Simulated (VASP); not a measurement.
# TiB2 in VASP: single point with PBEsol

Aim: the single point of TiB2 with PBEsol.

Program: VASP 6.6.1. These are calculated values, not measurements. Logs are shortened: lines on timing, memory, paths and dates and some standing lists are left out, and cuts for length are marked.

### Step 1. The cell of the first run

The cell holds a slab with vacuum, 9 atoms: a = 3.018 Å, b = 3.185 Å, c = 23.969 Å, α = 90.00°, β = 90.00°, γ = 90.00°.

### Step 2. Single point, PBEsol

Input file INCAR:

```
PREC = Accurate
ENCUT = 520
EDIFF = 1E-6
ISMEAR = 0
SIGMA = 0.1
LREAL = False
LASPH = True
NELM = 80
ALGO = Normal
ISIF = 2
LWAVE = False
LCHARG = False
LDIPOL = True
IDIPOL = 3
DIPOL = 0.5 0.5 0.500
GGA = PS
NBANDS = 37
```

Input file KPOINTS:

```
regular mesh
0
Gamma
  10 9 1
```

Input file POSCAR:

```
TiB2
1.0
    3.0175895767      0.0000000000      0.0000000000
    0.0000000000      3.1847627212      0.0000000000
    0.0000000000      0.0000000000     23.9688246177
B Ti
6 3
Direct
    0.0000000000      0.5000000000      0.3546273184
    0.0000000000      0.5000000000      0.4273136592
    0.5000000000      0.5000000000      0.4636568296
    0.5000000000      0.5000000000      0.5367791173
    0.0000000000      0.5000000000      0.5729664751
    0.0000000000      0.5000000000      0.6431506315
    0.5000000000      0.0000000000      0.3909704888
    0.0000000000      0.0000000000      0.5003819943
    0.5000000000      0.0000000000      0.6125481600
```

Potentials or basis: VASP PAW PBE potentials, release 64 (B, Ti_sv).

Command:

```bash
$ cat potpaw_PBE.64/B/POTCAR potpaw_PBE.64/Ti_sv/POTCAR > POTCAR
$ mpirun -np 1 vasp_std > vasp.out
```

OUTCAR:

```text
PREC = Accurate
   ENCUT = 520
   EDIFF = 1E-6
   ISMEAR = 0
   LREAL = False
   LASPH = True
   NELM = 80
   ISIF = 2
   GGA = PS

 ion  position               nearest neighbor table
   1  0.000  0.500  0.355-   2 1.74   7 2.36   7 2.36   7 2.36   7 2.36
   2  0.000  0.500  0.427-   3 1.74   3 1.74   1 1.74   7 2.36   7 2.36   7 2.36   7 2.36   8 2.37
                             8 2.37
   3  0.500  0.500  0.464-   2 1.74   2 1.74   4 1.75   7 2.36   7 2.36   8 2.36   8 2.36   8 2.36
                             8 2.36
   4  0.500  0.500  0.537-   5 1.74   5 1.74   3 1.75   8 2.36   8 2.36   8 2.36   8 2.36   9 2.42
                             9 2.42
   5  0.000  0.500  0.573-   6 1.68   4 1.74   4 1.74   8 2.36   8 2.36   9 2.39   9 2.39   9 2.39
                             9 2.39
   6  0.000  0.500  0.643-   5 1.68   9 2.31   9 2.31   9 2.31   9 2.31
   7  0.500  0.000  0.391-   1 2.36   2 2.36   1 2.36   2 2.36   1 2.36   2 2.36   1 2.36   2 2.36
                             3 2.36   3 2.36
   8  0.000  0.000  0.500-   5 2.36   5 2.36   4 2.36   4 2.36   4 2.36   4 2.36   3 2.36   3 2.36
                             3 2.36   3 2.36   2 2.37   2 2.37
   9  0.500  0.000  0.613-   6 2.31   6 2.31   6 2.31   6 2.31   5 2.39   5 2.39   5 2.39   5 2.39
                             4 2.42   4 2.42

  LATTYP: Found a simple orthorhombic cell.
 ALAT       =     3.0175895767
 B/A-ratio  =     1.0553995632
 C/A-ratio  =     7.9430366551

  Lattice vectors:

 A1 = (   3.0175895767,   0.0000000000,   0.0000000000)
 A2 = (   0.0000000000,   3.1847627212,   0.0000000000)
 A3 = (   0.0000000000,   0.0000000000,  23.9688246177)

Analysis of symmetry for initial positions (statically):
=====================================================================
 Subroutine PRICEL returns:
 Original cell was already a primitive cell.

 Routine SETGRP: Setting up the symmetry group for a
 simple orthorhombic supercell.

 Subroutine GETGRP returns: Found  4 space group operations
 (whereof  4 operations were pure point group operations)
 out of a pool of  8 trial point group operations.

The static configuration has the point symmetry C_2v.

Analysis of symmetry for dynamics (positions and initial velocities):
=====================================================================
 Subroutine PRICEL returns:
 Original cell was already a primitive cell.

 Routine SETGRP: Setting up the symmetry group for a
 simple orthorhombic supercell.

 Subroutine GETGRP returns: Found  4 space group operations
 (whereof  4 operations were pure point group operations)
 out of a pool of  8 trial point group operations.

The dynamic configuration has the point symmetry C_2v.

 Subroutine INISYM returns: Found  4 space group operations
 (whereof  4 operations are pure point group operations),
 and found     1 'primitive' translations

----------------------------------------------------------------------------------------

                                     Primitive cell

  volume of cell :     230.3478

  direct lattice vectors                    reciprocal lattice vectors
     3.017589577  0.000000000  0.000000000     0.331390328  0.000000000  0.000000000
     0.000000000  3.184762721  0.000000000     0.000000000  0.313995135  0.000000000
     0.000000000  0.000000000 23.968824618     0.000000000  0.000000000  0.041720861

  length of vectors
     3.017589577  3.184762721 23.968824618     0.331390328  0.313995135  0.041720861

  position of ions in fractional coordinates (direct lattice)
     0.000000000  0.500000000  0.354627318
     0.000000000  0.500000000  0.427313659
     0.500000000  0.500000000  0.463656830
     0.500000000  0.500000000  0.536779117
     0.000000000  0.500000000  0.572966475
     0.000000000  0.500000000  0.643150631
     0.500000000  0.000000000  0.390970489
     0.000000000  0.000000000  0.500381994
     0.500000000  0.000000000  0.612548160

  ion indices of the primitive-cell ions
   primitive index   ion index
                 1           1
                 2           2
                 3           3
                 4           4
                 5           5
                 6           6
                 7           7
                 8           8
                 9           9

----------------------------------------------------------------------------------------

 KPOINTS: regular mesh

Automatic generation of k-mesh.
 Grid dimensions read from file:
 generate k-points for:   10    9    1

 Generating k-lattice:

  Cartesian coordinates                     Fractional coordinates (reciprocal lattice)
     0.033139033  0.000000000  0.000000000     0.100000000  0.000000000  0.000000000
     0.000000000  0.034888348  0.000000000     0.000000000  0.111111111  0.000000000
     0.000000000  0.000000000  0.041720861     0.000000000  0.000000000  1.000000000

  Length of vectors
     0.033139033  0.034888348  0.041720861

  Shift w.r.t. Gamma in fractional coordinates (k-lattice)
     0.000000000  0.000000000  0.000000000

 Subroutine IBZKPT returns following result:
 ===========================================

 Found     30 irreducible k-points:

 Following reciprocal coordinates:
            Coordinates               Weight
  0.000000  0.000000  0.000000      1.000000
  0.100000  0.000000  0.000000      2.000000
  0.200000  0.000000  0.000000      2.000000
  0.300000  0.000000  0.000000      2.000000
  0.400000  0.000000  0.000000      2.000000
  0.500000  0.000000  0.000000      1.000000
[... 16 lines left out ...]
  0.400000  0.333333  0.000000      4.000000
  0.500000  0.333333  0.000000      2.000000
 [... further k-points ...]
   k-points           NKPTS =     30   k-points in BZ     NKDIM =     30   number of bands    NBANDS=     37
   number of dos      NEDOS =    301   number of ions     NIONS =      9
   total plane-waves  NPLWV = 103680
   dimension x,y,z NGX =    24 NGY =   24 NGZ =  180
   dimension x,y,z NGXF=    48 NGYF=   48 NGZF=  360
   ions per type =               6   3
   NGX,Y,Z   is equivalent  to a cutoff of  13.22, 12.53, 12.48 a.u.
   NGXF,Y,Z  is equivalent  to a cutoff of  26.44, 25.06, 24.97 a.u.
 SYSTEM =  unknown system
   PREC   = accura    normal or accurate (medium, high low for compatibility)
   ISTART =      0    job   : 0-new  1-cont  2-samecut
   ICHARG =      2    charge: 1-file 2-atom 10-const
   ISPIN  =      1    spin polarized calculation?
   LNONCOLLINEAR =      F non collinear calculations
   LSORBIT =      F    spin-orbit coupling
   LASPH  =      T    aspherical Exc in radial PAW
   ENCUT  =  520.0 eV  38.22 Ry    6.18 a.u.   5.61  5.92 44.57*2*pi/ulx,y,z
   NELM   =     80;   NELMIN=  2; NELMDL= -5     # of ELM steps
   EDIFF  = 0.1E-05   stopping-criterion for ELM
   LREAL  =      F    real-space projection
[... 7 lines left out ...]
   TEBEG  =    0.0;   TEEND  =   0.0 temperature during run
   PSTRESS=    0.0 pullay stress
   NELECT =      54.0000    total number of electrons
   NUPDOWN=      -1.0000    fix difference up-down
   EMIN   =  10.00;   EMAX   =-10.00  energy-range for DOS
   EFERMI =   0.00;   METHOD = LEGACY
   ISMEAR =     0;   SIGMA  =   0.10  broadening in eV -4-tet -1-fermi 0-gaus
   EFERMI_NEDOS =   21; number of points for ismear=-14 and -15
   IALGO  =     38    algorithm
   IMIX   =      4    mixing-type and parameters
     AMIX     =   0.40;   BMIX     =  1.00
     AMIX_MAG =   1.60;   BMIX_MAG =  1.00
  volume/ion in A,a.u.               =      25.59       172.72
  Fermi-wavevector in a.u.,A,eV,Ry     =   1.009434  1.907554 13.863762  1.018958
  Thomas-Fermi vector in A             =   2.142362
   LORBIT       =      0    0 simple, 1 ext, 2 COOP (PROOUT), +10 PAW based schemes
   GGA     = PS    functional components
   LHFCALC =     F    Hartree Fock is set to
   AEXX    =    0.0000 exact exchange contribution
   IVDW    =     0    specifies the selected vdW correction
   LEPSILON=     F    determine dielectric tensor
   LRPA    =     F    only Hartree local field effects (RPA)
 non-spin polarized calculation
 Gauss-broadening in eV      SIGMA  =   0.10
  energy-cutoff  :      520.00
  volume of cell :      230.35
 maximum number of plane-waves:      6254
 NGX is ok and might be reduce to    24
   NGX = 11   NGY = 11   NGZ = 89

 dipolmoment           0.000000      0.000000      0.001606 electrons x Angstroem

 number of electron      53.9999989 magnetization

 dipolmoment           0.000000      0.000000     -0.001859 electrons x Angstroem

 Free energy of the ion-electron system (eV)
  ---------------------------------------------------
  ext. energy  EPLUGINS =         0.00000000
  ---------------------------------------------------
  free energy    TOTEN  =       -71.18371846 eV

  energy without entropy =      -71.17151036  energy(sigma->0) =      -71.17761441

 E-fermi :  -0.4509     XC(G=0):  -5.1764

 val. band max:       -0.5020475207   @ k =   0.1000   0.3333   0.0000
 cond. band min:      -0.4164780089   @ k =   0.4000   0.0000   0.0000
 fundamental gap:      0.0855695118
 Fermi energy:        -0.4508583799

 k-point     1 :       0.0000    0.0000    0.0000
  band No.  band energies     occupation
      1     -56.9162      2.00000
      2     -56.7828      2.00000
      3     -56.7799      2.00000
      4     -33.4246      2.00000
      5     -33.3603      2.00000
      6     -33.2402      2.00000
[... 29 lines left out ...]
     36       2.4479      0.00000
     37       2.6508      0.00000

 k-point     2 :       0.1000    0.0000    0.0000
  band No.  band energies     occupation
      1     -56.9131      2.00000
      2     -56.7800      2.00000
      3     -56.7774      2.00000
      4     -33.4163      2.00000
      5     -33.3566      2.00000
      6     -33.2446      2.00000
[... 872 lines left out ...]
 k-point    24 :       0.5000    0.3333    0.0000
  band No.  band energies     occupation
      1     -56.8714      2.00000
      2     -56.7424      2.00000
      3     -56.7405      2.00000
      4     -33.4749      2.00000
      5     -33.4155      2.00000
      6     -33.3465      2.00000
[... 29 lines left out ...]
     36       3.4631      0.00000
     37       3.7786      0.00000

 [... further k-points ...]

------------------------ aborting loop because EDIFF is reached ----------------------------------------

 vacuum level on the upper side and lower side of the slab       (xc-potential included)        -0.174        -0.144

  FORCE on cell =-STRESS in cart. coord.  units (eV):
  Direction    XX          YY          ZZ          XY          YZ          ZX
  --------------------------------------------------------------------------------------
  -------------------------------------------------------------------------------------
  Total       -5.7124031     -6.1986661     -0.6454884      0.0000000      0.0000000      0.0000000
  in kB      -39.7324585    -43.1146474     -4.4896764      0.0000000      0.0000000      0.0000000
  external PRESSURE =     -29.1122608 kB  Pullay stress =       0.0000000 kB

 VOLUME and BASIS-vectors are now :
 -----------------------------------------------------------------------------
  energy-cutoff  :      520.00
  volume of cell :      230.35
      direct lattice vectors                 reciprocal lattice vectors
     3.017589577  0.000000000  0.000000000     0.331390328  0.000000000  0.000000000
     0.000000000  3.184762721  0.000000000     0.000000000  0.313995135  0.000000000
     0.000000000  0.000000000 23.968824618     0.000000000  0.000000000  0.041720861

 POSITION                                       TOTAL-FORCE (eV/Angst)
 -----------------------------------------------------------------------------------
      0.00000      1.59238      8.50000         0.000000      0.000000      1.038152
      0.00000      1.59238     10.24221         0.000000      0.000000     -0.241319
      1.50879      1.59238     11.11331         0.000000      0.000000      0.192811
      1.50879      1.59238     12.86596         0.000000      0.000000      0.010371
      0.00000      1.59238     13.73333         0.000000      0.000000     -0.013854
      0.00000      1.59238     15.41556         0.000000      0.000000      0.031409
      1.50879      0.00000      9.37110         0.000000      0.000000     -1.018712
      0.00000      0.00000     11.99357         0.000000      0.000000     -0.002909
      1.50879      0.00000     14.68206         0.000000      0.000000      0.004050
 -----------------------------------------------------------------------------------
    total drift:                                0.000000      0.000000     -0.000321

  FREE ENERGIE OF THE ION-ELECTRON SYSTEM (eV)
  ---------------------------------------------------
  free  energy   TOTEN  =       -71.1837184634 eV

  energy  without entropy=      -71.1715103612  energy(sigma->0) =      -71.17761441

 vacuum level on the upper side and lower side of the slab         5.073         5.100
```

Wall time 8.7 min (1 thread of Intel Xeon Platinum 8259CL at 2.50GHz (Skylake/Cascade Lake), shared host); peak memory 0.43 GiB.

What came out:

* Free energy: -71.1837 eV
* Largest force: 1.038 eV/Å
* Band gap on the k mesh: zero (band 27 reaches 0.38 eV, above the bottom of band 28 at -0.75 eV)

Forces on the atoms (eV/Å):
```
B    0.000  0.000  1.038
B    0.000  0.000 -0.241
B    0.000  0.000  0.193
B    0.000  0.000  0.010
B    0.000  0.000 -0.014
B    0.000  0.000  0.031
Ti   0.000  0.000 -1.019
Ti   0.000  0.000 -0.003
Ti   0.000  0.000  0.004
```

Caveat: the PAW data sets were made with another functional, which shifts forces and pressure a little.
